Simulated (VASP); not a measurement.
# BaO3 (Pm-3m) in VASP: notebook

Runs on BaO3. Level: PBE. Tasks: single point, relaxation of cell and atoms.

Everything below comes from runs of VASP 6.6.1. Logs are shortened: lines on timing, memory, paths and dates and some standing lists are left out, and cuts for length are marked.

## (1) The cell of the first run

It takes space group Pm-3m (No. 221, cubic). Conventional cell: a = 3.991 Å, b = 3.991 Å, c = 3.991 Å, α = 90.00°, β = 90.00°, γ = 90.00°. Within 3.7 Å of Ba (site symmetry m-3m) lie 12 O at 2.82 Å. O (site symmetry 4/mmm) has 4 Ba at 2.82 Å and 8 O at 2.82 Å within 3.7 Å.

## (2) Single point, PBE, collinear spin, ferromagnetic start

Contents of INCAR:

```
SYSTEM = BaO3
  PREC = Accurate
  ENCUT = 520
  EDIFF = 1E-7
  ISMEAR = 0
  SIGMA = 0.1
  LREAL = .False.
  LASPH = .True.
  NELM = 150
  ALGO = Normal
  ISIF = 2
  LWAVE = .False.
  LCHARG = .False.
  ISPIN = 2
  MAGMOM = 0 1.46 1.46 1.46
  LORBIT = 11
  GGA = PE
  NBANDS = 26
```

Contents of KPOINTS:

```
regular mesh
0
Gamma
  4 4 4
  0 0 0
```

Contents of POSCAR:

```
BaO3
1.0
    3.9908032247      0.0000000000      0.0000000000
    0.0000000000      3.9908032247      0.0000000000
    0.0000000000      0.0000000000      3.9908032247
Ba O
1 3
Direct
    0.0000000000      0.0000000000      0.0000000000
    0.0000000000      0.5000000000      0.5000000000
    0.5000000000      0.0000000000      0.5000000000
    0.5000000000      0.5000000000      0.0000000000
```

Potentials or basis: VASP PAW PBE potentials, release 64 (Ba_sv, O).

Launch:

```console
cat potpaw_PBE.64/Ba_sv/POTCAR potpaw_PBE.64/O/POTCAR > POTCAR
mpirun -np 1 vasp_std > vasp.out
```

OUTCAR:

```text
SYSTEM = BaO3
   PREC = Accurate
   ENCUT = 520
   EDIFF = 1E-7
   ISMEAR = 0
   LREAL = .False.
   LASPH = .True.
   NELM = 150
   ISIF = 2
   ISPIN = 2
   LORBIT = 11
   GGA = PE

 ion  position               nearest neighbor table
   1  0.000  0.000  0.000-   2 2.82   3 2.82   4 2.82   2 2.82   3 2.82   2 2.82   4 2.82   2 2.82
                             3 2.82   4 2.82   3 2.82   4 2.82
   2  0.000  0.500  0.500-   1 2.82   1 2.82   1 2.82   1 2.82
   3  0.500  0.000  0.500-   1 2.82   1 2.82   1 2.82   1 2.82
   4  0.500  0.500  0.000-   1 2.82   1 2.82   1 2.82   1 2.82

  LATTYP: Found a simple cubic cell.
 ALAT       =     3.9908032247

  Lattice vectors:

 A1 = (   3.9908032247,   0.0000000000,   0.0000000000)
 A2 = (   0.0000000000,   3.9908032247,   0.0000000000)
 A3 = (   0.0000000000,   0.0000000000,   3.9908032247)

Analysis of symmetry for initial positions (statically):
=====================================================================
 Subroutine PRICEL returns:
 Original cell was already a primitive cell.

 Routine SETGRP: Setting up the symmetry group for a
 simple cubic supercell.

 Subroutine GETGRP returns: Found 48 space group operations
 (whereof 48 operations were pure point group operations)
 out of a pool of 48 trial point group operations.

The static configuration has the point symmetry O_h .

Analysis of symmetry for dynamics (positions and initial velocities):
=====================================================================
 Subroutine PRICEL returns:
 Original cell was already a primitive cell.

 Routine SETGRP: Setting up the symmetry group for a
 simple cubic supercell.

 Subroutine GETGRP returns: Found 48 space group operations
 (whereof 48 operations were pure point group operations)
 out of a pool of 48 trial point group operations.

The dynamic configuration has the point symmetry O_h .

Analysis of structural, dynamic, and magnetic symmetry:
=====================================================================
 Subroutine PRICEL returns:
 Original cell was already a primitive cell.

 Routine SETGRP: Setting up the symmetry group for a
 simple cubic supercell.

 Subroutine GETGRP returns: Found 48 space group operations
 (whereof 48 operations were pure point group operations)
 out of a pool of 48 trial point group operations.

The overall configuration has the point symmetry O_h .

 Subroutine INISYM returns: Found 48 space group operations
 (whereof 48 operations are pure point group operations),
 and found     1 'primitive' translations

----------------------------------------------------------------------------------------

                                     Primitive cell

  volume of cell :      63.5596

  direct lattice vectors                    reciprocal lattice vectors
[... 113 lines left out ...]
   NGX = 15   NGY = 15   NGZ = 15

 number of electron      27.9999983 magnetization       4.0000021

 Free energy of the ion-electron system (eV)
  ---------------------------------------------------
  ext. energy  EPLUGINS =         0.00000000
  ---------------------------------------------------
  free energy    TOTEN  =       -18.48534664 eV

  energy without entropy =      -18.47450187  energy(sigma->0) =      -18.47992426

 E-fermi :   0.0656     XC(G=0):  -9.8775

 val. band max:        0.0587698978   @ k =   0.0000   0.0000   0.0000
 cond. band min:       0.0727517533   @ k =   0.5000   0.0000   0.0000
 fundamental gap:      0.0139818555
 Fermi energy:         0.0656406602

 spin component 1

 k-point     1 :       0.0000    0.0000    0.0000
  band No.  band energies     occupation
      1     -24.2967      1.00000
      2     -17.3612      1.00000
      3     -16.4987      1.00000
      4     -16.4987      1.00000
      5      -9.4146      1.00000
      6      -9.4146      1.00000
[... 279 lines left out ...]
     25      15.5392      0.00000
     26      15.5392      0.00000
 Fermi energy:         0.0656406602

 spin component 2

 k-point     1 :       0.0000    0.0000    0.0000
  band No.  band energies     occupation
      1     -24.2756      1.00000
      2     -15.3040      1.00000
      3     -14.2466      1.00000
      4     -14.2466      1.00000
      5      -9.3678      1.00000
      6      -9.3678      1.00000
[... 279 lines left out ...]
     25      15.8978      0.00000
     26      16.4896      0.00000

------------------------ aborting loop because EDIFF is reached ----------------------------------------

  FORCE on cell =-STRESS in cart. coord.  units (eV):
  Direction    XX          YY          ZZ          XY          YZ          ZX
  --------------------------------------------------------------------------------------
  -------------------------------------------------------------------------------------
  Total        0.5726114      0.5726114      0.5726114      0.0000000      0.0000000      0.0000000
  in kB       14.4340983     14.4340983     14.4340983      0.0000000      0.0000000      0.0000000
  external PRESSURE =      14.4340983 kB  Pullay stress =       0.0000000 kB

 VOLUME and BASIS-vectors are now :
 -----------------------------------------------------------------------------
  energy-cutoff  :      520.00
  volume of cell :       63.56
      direct lattice vectors                 reciprocal lattice vectors
     3.990803225  0.000000000  0.000000000     0.250576123  0.000000000  0.000000000
     0.000000000  3.990803225  0.000000000     0.000000000  0.250576123  0.000000000
     0.000000000  0.000000000  3.990803225     0.000000000  0.000000000  0.250576123

 POSITION                                       TOTAL-FORCE (eV/Angst)
 -----------------------------------------------------------------------------------
      0.00000      0.00000      0.00000         0.000000      0.000000      0.000000
      0.00000      1.99540      1.99540         0.000000      0.000000      0.000000
      1.99540      0.00000      1.99540         0.000000      0.000000      0.000000
      1.99540      1.99540      0.00000         0.000000      0.000000      0.000000
 -----------------------------------------------------------------------------------
    total drift:                                0.000000      0.000000     -0.000000

  FREE ENERGIE OF THE ION-ELECTRON SYSTEM (eV)
  ---------------------------------------------------
  free  energy   TOTEN  =       -18.4853466436 eV

  energy  without entropy=      -18.4745018723  energy(sigma->0) =      -18.47992426

 total charge

# of ion       s       p       d       tot
------------------------------------------
    1        2.005   5.639   0.294   7.938
    2        1.606   3.114   0.000   4.719
    3        1.606   3.114   0.000   4.719
    4        1.606   3.114   0.000   4.719
--------------------------------------------------
tot          6.822  14.980   0.294  22.096

 magnetization (x)

# of ion       s       p       d       tot
------------------------------------------
    1       -0.004   0.020  -0.041  -0.025
    2        0.014   1.100   0.000   1.114
    3        0.014   1.100   0.000   1.114
    4        0.014   1.100   0.000   1.114
--------------------------------------------------
tot          0.040   3.320  -0.041   3.318
```

OSZICAR:

```text
N       E                     dE             d eps       ncg     rms          rms(c)
DAV:   1     0.135268551331E+03    0.13527E+03   -0.14232E+04  1040   0.995E+02
DAV:   2    -0.107864991072E+02   -0.14606E+03   -0.13818E+03  1356   0.223E+02
DAV:   3    -0.184735162945E+02   -0.76870E+01   -0.76021E+01  1360   0.466E+01
DAV:   4    -0.185792700819E+02   -0.10575E+00   -0.10563E+00  1292   0.514E+00
DAV:   5    -0.185813002796E+02   -0.20302E-02   -0.20301E-02  1252   0.613E-01    0.679E+00
DAV:   6    -0.184903660393E+02    0.90934E-01   -0.13008E+00  1168   0.620E+00    0.404E+00
DAV:   7    -0.184642031166E+02    0.26163E-01   -0.14856E-01  1136   0.239E+00    0.185E+00
DAV:   8    -0.184486118731E+02    0.15591E-01   -0.48586E-02  1080   0.169E+00    0.640E-01
DAV:   9    -0.184817708139E+02   -0.33159E-01   -0.11936E-02  1094   0.841E-01    0.208E-01
DAV:  10    -0.184848794800E+02   -0.31087E-02   -0.63311E-04  1200   0.193E-01    0.982E-02
DAV:  11    -0.184852976377E+02   -0.41816E-03   -0.51224E-04  1104   0.152E-01    0.357E-02
DAV:  12    -0.184853416414E+02   -0.44004E-04   -0.43516E-05  1168   0.465E-02    0.132E-02
DAV:  13    -0.184853435206E+02   -0.18792E-05   -0.16521E-06  1246   0.870E-03    0.889E-03
DAV:  14    -0.184853462389E+02   -0.27183E-05   -0.42688E-06  1182   0.117E-02    0.378E-03
DAV:  15    -0.184853466221E+02   -0.38319E-06   -0.65724E-07  1180   0.501E-03    0.652E-04
DAV:  16    -0.184853466436E+02   -0.21450E-07   -0.23137E-08   836   0.104E-03
   1 F= -.18485347E+02 E0= -.18479924E+02  d E =-.108448E-01  mag=     4.0000
```

stdout:

```text
POSCAR found type information on POSCAR BaO
 POSCAR found :  2 types and       4 ions
 scaLAPACK will be used
 LDA part: xc-table for (Slater+PW92), standard interpolation
 POSCAR, INCAR and KPOINTS ok, starting setup
 FFT: planning ... GRIDC
 FFT: planning ... GRID_SOFT
 FFT: planning ... GRID
 WAVECAR not read
 entering main loop
```

It took 27 s on 1 thread of Intel Xeon Platinum 8488C (Sapphire Rapids), shared host; peak memory 0.18 GiB.

What came out:

```
Free energy                                           : -18.4853 eV
Pressure                                              : 1.4 GPa
Band gap on the k mesh                                : zero (filled and empty bands overlap)
Net moment                                            : 4.00 μB per cell
Site moments                                          : Ba -0.03; O +1.11 μB
Valence electrons inside the program's atomic spheres : Ba 7.94; O 4.72
```

Levels at points of the mesh, in eV from the Fermi level:
Spin up:
```tsv
k point	band 14	band 15	band 16	band 17	band 18	band 19
(0.00, 0.00, 0.00)	-0.81	-0.81	-0.81	5.70	5.70	8.19
(0.50, 0.00, 0.00)	-1.63	-1.32	-1.32	7.29	8.08	9.23
(0.50, 0.50, 0.00)	-1.44	-1.20	-0.97	8.42	8.43	10.16
(0.50, 0.50, 0.50)	-0.90	-0.90	-0.90	7.80	7.80	7.80
```
Spin down:
| k point | band 10 | band 11 | band 12 | band 13 | band 14 | band 15 |
| --- | --- | --- | --- | --- | --- | --- |
| (0.00, 0.00, 0.00) | -0.73 | -0.01 | -0.01 | -0.01 | 1.67 | 1.67 |
| (0.50, 0.00, 0.00) | -0.88 | -0.80 | 0.01 | 0.01 | 0.46 | 1.27 |
| (0.50, 0.50, 0.00) | -0.82 | -0.82 | 0.19 | 0.19 | 0.57 | 0.84 |
| (0.50, 0.50, 0.50) | -0.40 | -0.40 | 0.93 | 0.93 | 0.93 | 1.91 |

Caveat: the k points lie up to 0.39 Å⁻¹ apart; spin-orbit coupling is left out, which moves the levels of the heavy elements.

(Part 1 of 2 ends here.)
